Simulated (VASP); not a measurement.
# AlH5: single point with PBE

Crystal: AlH5.

```xyz
6
Lattice="0.0000 2.4700 2.4700 2.4700 0.0000 2.4700 2.4700 2.4700 0.0000" Properties=species:S:1:pos:R:3 pbc="T T T"
Al    0.0000    0.0000    0.0000
H     1.2350    1.2350    1.2350
H     3.0597    1.8803    1.8803
H     3.0597    3.0597    3.0597
H     1.8803    1.8803    3.0597
H     1.8803    3.0597    1.8803
```

The cell was generated, and may not be a known phase.

```yaml
Program: VASP 6.6.1
Task: single point
Functional: PBE
Potentials_or_basis: VASP PAW PBE potentials, release 64 (Al, H)
Cutoff: 520 eV
k_mesh: 6 × 6 × 6
Occupations: gaussian, width 0.1 eV
Spin: no spin polarisation
Dipole_correction: no
Further_INCAR_settings: ALGO = Normal; EDIFF = 1e-06; NBANDS = 13
```

```yaml
Pressure: -0.5 GPa
Largest_force: 0.004 eV/Å
Band_gap_on_the_k_mesh: zero (bands 4 and 5 overlap by 3.35 eV)
```

Forces in eV/Å, atoms in the order of the input:
```
Al   0.000  0.000  0.000
H    0.000  0.000  0.000
H    0.002 -0.002 -0.002
H    0.002  0.002  0.002
H   -0.002 -0.002  0.002
H   -0.002  0.002 -0.002
```

Levels at points of the mesh, in eV from the Fermi level:
| k point | band 1 | band 2 | band 3 | band 4 | band 5 | band 6 | band 7 | band 8 |
| --- | --- | --- | --- | --- | --- | --- | --- | --- |
| (0.00, 0.00, 0.00) | -13.92 | 0.38 | 1.10 | 1.10 | 1.10 | 5.81 | 5.81 | 5.81 |
| (0.50, 0.00, 0.00) | -10.14 | -8.84 | 0.10 | 0.17 | 0.17 | 4.17 | 4.32 | 4.32 |
| (0.50, 0.50, 0.00) | -8.38 | -8.05 | -3.28 | -2.25 | -2.25 | -0.27 | 11.13 | 11.13 |

Run time: 22 s on 1 thread of Intel Xeon 8259CL (shared host), peak memory 0.15 GiB.

Caveat: the k points lie up to 0.37 Å⁻¹ apart, too coarse for converged energies and pressures of a metal.
